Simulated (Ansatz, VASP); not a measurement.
One calculation of AlGa3P4, two programs

INCAR

```
PREC = Accurate
ENCUT = 520
EDIFF = 1E-7
ISMEAR = 0
SIGMA = 0.01
LREAL = F
LASPH = T
NELM = 100
ALGO = Normal
ISIF = 2
LWAVE = F
LCHARG = T
GGA = PE
LELF = T
LVHAR = T
NBANDS = 41
```

The input KPOINTS:

```
regular mesh
0
Gamma
  6 4 4
```

POSCAR

```
AlGa3P4
1.0
    3.9359786645      0.0000000000      0.0000000000
    0.0000000000      3.9329182156      5.5567436056
    0.0000000000     -3.9329182156      5.5567436056
Al Ga P
1 3 4
Direct
    0.0000000000      0.0002646483      0.0002646483
    0.5000000000      0.0001489127      0.4998887047
    0.5000000000      0.4998887047      0.0001489127
    0.0000000000      0.4998548039      0.4998548039
    0.5000000000      0.1244269174      0.1244269174
    0.0000000000      0.1246713328      0.6258108441
    0.0000000000      0.6258108441      0.1246713328
    0.5000000000      0.6249338362      0.6249338362
```

Input for Ansatz:

```yaml
crystal:
  lattice:
    - [3.9359786645, 0.0, 0.0]
    - [0.0, 3.9329182156, 5.5567436056]
    - [0.0, -3.9329182156, 5.5567436056]
  atoms:
    - { symbol: Al, position: [0.0, 0.0002646483, 0.0002646483] }
    - { symbol: Ga, position: [0.5, 0.0001489127, 0.4998887047] }
    - { symbol: Ga, position: [0.5, 0.4998887047, 0.0001489127] }
    - { symbol: Ga, position: [0.0, 0.4998548039, 0.4998548039] }
    - { symbol: P, position: [0.5, 0.1244269174, 0.1244269174] }
    - { symbol: P, position: [0.0, 0.1246713328, 0.6258108441] }
    - { symbol: P, position: [0.0, 0.6258108441, 0.1246713328] }
    - { symbol: P, position: [0.5, 0.6249338362, 0.6249338362] }
kpoints:
  mp_grid: { grid: [6, 4, 4] }
hamiltonian:
  xc: pbe
scf:
  occupations: { method: fixed }
  n_extra_bands: 6
output:
  forces: true
  stress: true
  eigenvalues: true
```

Alike in both runs: task single point; functional PBE; k mesh 6 × 4 × 4; no spin polarisation.

|  | VASP | Ansatz |
| --- | --- | --- |
| version | VASP 6.6.1 | Ansatz 0.2.0 |
| potentials or method | VASP PAW PBE potentials, release 64 (Al, Ga_d, P) | plane waves, PAW |
| plane-wave cutoff (eV) | 520 | 420 |
| occupations | gaussian, width 0.01 eV | fixed |
| valence electrons in the cell | 62 | 62 |

|  | VASP | Ansatz | Ansatz less VASP |
| --- | --- | --- | --- |
| gap on the k mesh at the Fermi level (eV) | 1.48 | 1.48 | +0.004 |
| pressure (GPa) | -2.2 | -2.2 | +0.02 |
| rms of the force components (eV/Å) | 0.006 | 0.004 | -0.0021 |

Atom by atom the forces differ by 0.002 eV/Å (rms over components).
